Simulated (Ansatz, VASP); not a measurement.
# One calculation of SiO2, two programs

```
Si O
1.0
     4.87570    0.00000    0.00000
     0.00000    4.87570    0.00000
     0.00000    0.00000    6.71630
Si O
4 8
Cartesian
  1.5377 1.5377 0.0000
  0.9002 3.9755 1.6791
  3.3380 3.3380 3.3582
  3.9755 0.9002 5.0372
  1.1317 0.6654 1.3111
  1.7724 3.5696 2.9902
  3.7440 4.2103 4.6693
  3.1033 1.3061 6.3484
  3.5696 1.7724 3.7261
  4.2103 3.7440 2.0470
  1.3061 3.1033 0.3679
  0.6654 1.1317 5.4052
```

Alike in both runs: functional PBE; k mesh 5 × 5 × 4; occupations fermi-dirac, width 0.02 eV; no spin polarisation.

Ansatz relaxed the structure, and its values are those at the end. VASP's run is a single point on that final structure, the one shown.

```csv
,VASP,Ansatz
version,VASP 6.6.1,Ansatz 0.2.0
potentials or method,"VASP PAW PBE potentials, release 64 (Si, O)","plane-wave PAW, scalar-relativistic"
plane-wave cutoff (eV),520,420
valence electrons in the cell,64,64
```

```tsv
	VASP	Ansatz	Ansatz less VASP
gap on the k mesh at the Fermi level (eV)	5.72	5.72	-0.001
pressure (GPa)	2.9	2.7	-0.17
rms of the force components (eV/Å)	0.016	0.008	-0.0083
```

Ansatz's warnings: stress scf threshold loose.
